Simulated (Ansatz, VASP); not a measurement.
# Ta: VASP beside Ansatz

```
CELL_PARAMETERS angstrom
1.40576 -2.43410 0.00000
1.40576 2.43410 0.00000
0.00000 0.00000 2.89663
ATOMIC_POSITIONS crystal
Ta 0.50000 0.50000 0.00000
```

Alike in both runs: task relaxation of cell and atoms; functional PBE; k mesh 8 × 8 × 6; occupations gaussian, width 0.1 eV; no spin polarisation.

```csv
,VASP,Ansatz
version,VASP 6.6.1,Ansatz 0.2.0
potentials or method,"VASP PAW PBE potentials, release 64 (Ta_pv), cutoff 600 eV","scalar-relativistic, plane waves, PAW"
valence electrons in the cell,11,13
```

|  | VASP | Ansatz | Ansatz less VASP |
| --- | --- | --- | --- |
| gap on the k mesh at the Fermi level, each at its own relaxed structure (eV) | none | none | - |
| relaxed volume (Å³/atom) | 19.91 | 19.92 | +0.010 |
| relaxed cell length with the largest relative difference (Å) | 2.734 | 2.735 | +0.0012 |

A gap of «none» marks a metal or a gap that the smearing closes. VASP's potentials hold 11 valence electrons a cell and Ansatz's 13, so a difference there can come from the potentials and not from the codes.

The k mesh is coarse, so the values compare programs but aren't converged. Spin-orbit coupling is off throughout.
